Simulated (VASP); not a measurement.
# Bi (Cmcm) in VASP: single point with PBE

Aim: the single point of Bi with PBE.

Everything below comes from runs of VASP 6.6.1. Logs are shortened: lines on timing, memory, paths and dates and some standing lists are left out, and cuts for length are marked.

## (1) The cell of the first run

It takes space group Cmcm (No. 63, orthorhombic). The conventional cell has a = 3.359 Å, b = 9.194 Å, c = 4.547 Å, α = 90.00°, β = 90.00°, γ = 90.00°. Bi (site symmetry m2m) has 8 Bi at 3.09 to 3.78 Å within 4.1 Å.

## (2) Single point, PBE

INCAR reads:

```
SYSTEM = Bi
ALGO = Fast
EDIFF = 1E-6
ENCUT = 520
GGA = PE
ISIF = 2
ISMEAR = 0
LASPH = .TRUE.
LCHARG = .FALSE.
LREAL = .FALSE.
LWAVE = .FALSE.
NBANDS = 22
NELM = 80
PREC = Accurate
SIGMA = 0.1
```

KPOINTS reads:

```
k-points
0
G
  16 16 14
  0 0 0
```

POSCAR reads:

```
Bi
1.0
    1.6795191087     -4.5967948803      0.0000000000
    1.6795191087      4.5967948803      0.0000000000
    0.0000000000      0.0000000000      4.5474654151
Bi
2
Direct
    0.8862663240      0.1137336760      0.2500000000
    0.1137336760      0.8862663240      0.7500000000
```

Potentials or basis: VASP PAW PBE potentials, release 64 (Bi_d).

Started as:

```
$ cat potpaw_PBE.64/Bi_d/POTCAR > POTCAR
$ mpirun -np 1 vasp_std > vasp.out
```

OUTCAR:

```text
SYSTEM = Bi
   EDIFF = 1E-6
   ENCUT = 520
   GGA = PE
   ISIF = 2
   ISMEAR = 0
   LASPH = .TRUE.
   LREAL = .FALSE.
   NELM = 80
   PREC = Accurate

 ion  position               nearest neighbor table
   1  0.886  0.114  0.250-   2 3.09   2 3.09   2 3.78   2 3.78   2 3.78   2 3.78
   2  0.114  0.886  0.750-   1 3.09   1 3.09   1 3.78   1 3.78   1 3.78   1 3.78

  LATTYP: Found a base centered orthorhombic cell.
 ALAT       =     3.3590382174
 B/A-ratio  =     2.7369708725
 C/A-ratio  =     1.3537998441

  Lattice vectors:

 A1 = (   1.6795191087,  -4.5967948803,   0.0000000000)
 A2 = (   1.6795191087,   4.5967948803,   0.0000000000)
 A3 = (   0.0000000000,   0.0000000000,   4.5474654151)

Analysis of symmetry for initial positions (statically):
=====================================================================
 Subroutine PRICEL returns:
 Original cell was already a primitive cell.

 Routine SETGRP: Setting up the symmetry group for a
 base centered orthorhombic supercell.

 Subroutine GETGRP returns: Found  8 space group operations
 (whereof  4 operations were pure point group operations)
 out of a pool of  8 trial point group operations.

The static configuration has the point symmetry C_2h.
 The point group associated with its full space group is D_2h.

Analysis of symmetry for dynamics (positions and initial velocities):
=====================================================================
 Subroutine PRICEL returns:
 Original cell was already a primitive cell.

 Routine SETGRP: Setting up the symmetry group for a
 base centered orthorhombic supercell.

 Subroutine GETGRP returns: Found  8 space group operations
 (whereof  4 operations were pure point group operations)
 out of a pool of  8 trial point group operations.

The dynamic configuration has the point symmetry C_2h.
 The point group associated with its full space group is D_2h.

 Subroutine INISYM returns: Found  8 space group operations
 (whereof  4 operations are pure point group operations),
 and found     1 'primitive' translations

----------------------------------------------------------------------------------------

                                     Primitive cell

  volume of cell :      70.2165

  direct lattice vectors                    reciprocal lattice vectors
     1.679519109 -4.596794880  0.000000000     0.297704264 -0.108771440  0.000000000
     1.679519109  4.596794880  0.000000000     0.297704264  0.108771440  0.000000000
     0.000000000  0.000000000  4.547465415     0.000000000  0.000000000  0.219902717

  length of vectors
[... 82 lines left out ...]
   EDIFF  = 0.1E-05   stopping-criterion for ELM
   LREAL  =      F    real-space projection
   EDIFFG = 0.1E-04   stopping-criterion for IOM
   NSW    =      0    number of steps for IOM
   IBRION =     -1    ionic relax: 0-MD 1-quasi-New 2-CG
   NFREE  =      0    steps in history (QN), initial steepest desc. (CG)
   ISIF   =      2    stress and relaxation
   ISYM   =      2    0-nonsym 1-usesym 2-fastsym
   POTIM  = 0.5000    time-step for ionic-motion
   TEBEG  =    0.0;   TEEND  =   0.0 temperature during run
   PSTRESS=    0.0 pullay stress
   NELECT =      30.0000    total number of electrons
   NUPDOWN=      -1.0000    fix difference up-down
   EMIN   =  10.00;   EMAX   =-10.00  energy-range for DOS
   EFERMI =   0.00;   METHOD = LEGACY
   ISMEAR =     0;   SIGMA  =   0.10  broadening in eV -4-tet -1-fermi 0-gaus
   EFERMI_NEDOS =   21; number of points for ismear=-14 and -15
   IALGO  =     68    algorithm
   IMIX   =      4    mixing-type and parameters
     AMIX     =   0.40;   BMIX     =  1.00
     AMIX_MAG =   1.60;   BMIX_MAG =  1.00
  volume/ion in A,a.u.               =      35.11       236.92
  Fermi-wavevector in a.u.,A,eV,Ry     =   1.233016  2.330063 20.685329  1.520329
  Thomas-Fermi vector in A             =   2.367763
   LORBIT       =      0    0 simple, 1 ext, 2 COOP (PROOUT), +10 PAW based schemes
   GGA     = PE    functional components
   LHFCALC =     F    Hartree Fock is set to
   AEXX    =    0.0000 exact exchange contribution
   IVDW    =     0    specifies the selected vdW correction
   LEPSILON=     F    determine dielectric tensor
   LRPA    =     F    only Hartree local field effects (RPA)
 non-spin polarized calculation
 RMM-DIIS sequential band-by-band and
 Gauss-broadening in eV      SIGMA  =   0.10
  energy-cutoff  :      520.00
  volume of cell :       70.22
 maximum number of plane-waves:      1911
   NGX = 19   NGY = 19   NGZ = 17

 number of electron      30.0000005 magnetization

 Free energy of the ion-electron system (eV)
  ---------------------------------------------------
  ext. energy  EPLUGINS =         0.00000000
  ---------------------------------------------------
  free energy    TOTEN  =        -7.64898536 eV

  energy without entropy =       -7.64377162  energy(sigma->0) =       -7.64637849

 E-fermi :   6.2895     XC(G=0):  -9.6017

 val. band max:        6.2858110749   @ k =   0.2500   0.0000   0.3571
 cond. band min:       6.2915128373   @ k =  -0.4375   0.2500   0.2857
 fundamental gap:      0.0057017624
 Fermi energy:         6.2895125237

 k-point     1 :       0.0000    0.0000    0.0000
  band No.  band energies     occupation
      1     -16.5451      2.00000
      2     -16.5278      2.00000
      3     -16.4304      2.00000
      4     -16.4159      2.00000
      5     -16.3354      2.00000
      6     -16.3318      2.00000
[... 589 lines left out ...]
     21      14.3128      0.00000
     22      14.6532      0.00000

 [... further k-points ...]

------------------------ aborting loop because EDIFF is reached ----------------------------------------

  FORCE on cell =-STRESS in cart. coord.  units (eV):
  Direction    XX          YY          ZZ          XY          YZ          ZX
  --------------------------------------------------------------------------------------
  -------------------------------------------------------------------------------------
  Total       -0.0368749     -0.0134755     -0.0207825      0.0000000     -0.0000000      0.0000000
  in kB       -0.8413978     -0.3074794     -0.4742086      0.0000000     -0.0000000      0.0000000
  external PRESSURE =      -0.5410286 kB  Pullay stress =       0.0000000 kB

 VOLUME and BASIS-vectors are now :
 -----------------------------------------------------------------------------
  energy-cutoff  :      520.00
  volume of cell :       70.22
      direct lattice vectors                 reciprocal lattice vectors
     1.679519109 -4.596794880  0.000000000     0.297704264 -0.108771440  0.000000000
     1.679519109  4.596794880  0.000000000     0.297704264  0.108771440  0.000000000
     0.000000000  0.000000000  4.547465415     0.000000000  0.000000000  0.219902717

 POSITION                                       TOTAL-FORCE (eV/Angst)
 -----------------------------------------------------------------------------------
      1.67952     -3.55117      1.13687         0.000000      0.009036     -0.000000
      1.67952      3.55117      3.41060         0.000000     -0.009036      0.000000
 -----------------------------------------------------------------------------------
    total drift:                               -0.000000     -0.000000      0.000000

  FREE ENERGIE OF THE ION-ELECTRON SYSTEM (eV)
  ---------------------------------------------------
  free  energy   TOTEN  =        -7.6489853641 eV

  energy  without entropy=       -7.6437716226  energy(sigma->0) =       -7.64637849
```

OSZICAR:

```text
N       E                     dE             d eps       ncg     rms          rms(c)
DAV:   1     0.302291143818E+03    0.30229E+03   -0.16108E+04 25702   0.164E+03
DAV:   2     0.178017120138E+02   -0.28449E+03   -0.27727E+03 26128   0.434E+02
DAV:   3    -0.678369734936E+01   -0.24585E+02   -0.24303E+02 31054   0.141E+02
DAV:   4    -0.761701542569E+01   -0.83332E+00   -0.83285E+00 31672   0.285E+01
DAV:   5    -0.765226253825E+01   -0.35247E-01   -0.35246E-01 37082   0.528E+00    0.947E-01
RMM:   6    -0.764847215184E+01    0.37904E-02   -0.14603E-02 30729   0.132E+00    0.579E-01
RMM:   7    -0.764854063404E+01   -0.68482E-04   -0.15957E-02 30197   0.125E+00    0.112E-01
RMM:   8    -0.764882480369E+01   -0.28417E-03   -0.39072E-03 34888   0.721E-01    0.223E-02
RMM:   9    -0.764898250699E+01   -0.15770E-03   -0.16718E-03 43370   0.324E-01    0.285E-02
RMM:  10    -0.764900705862E+01   -0.24552E-04   -0.18169E-04 43426   0.104E-01    0.388E-02
RMM:  11    -0.764898900921E+01    0.18049E-04   -0.40034E-05 29210   0.619E-02    0.155E-02
RMM:  12    -0.764898607100E+01    0.29382E-05   -0.12416E-05 34168   0.375E-02    0.930E-03
RMM:  13    -0.764898536405E+01    0.70695E-06   -0.45276E-06 25370   0.171E-02
   1 F= -.76489854E+01 E0= -.76463785E+01  d E =-.521374E-02
```

Wall time 5.4 min (1 thread of Intel Xeon 6975P-C (Granite Rapids), shared host); peak memory 0.74 GiB.

Results:

* Free energy: -7.6490 eV
* Pressure: -0.1 GPa
* Largest force: 0.009 eV/Å
* Band gap on the k mesh: zero (bands 15 and 16 overlap by 6.29 eV)

Forces in eV/Å, atoms in the order of the input:
```
Bi   0.000  0.009  0.000
Bi   0.000 -0.009  0.000
```

Caveat: spin-orbit coupling is left out, which moves the levels of the heavy elements.
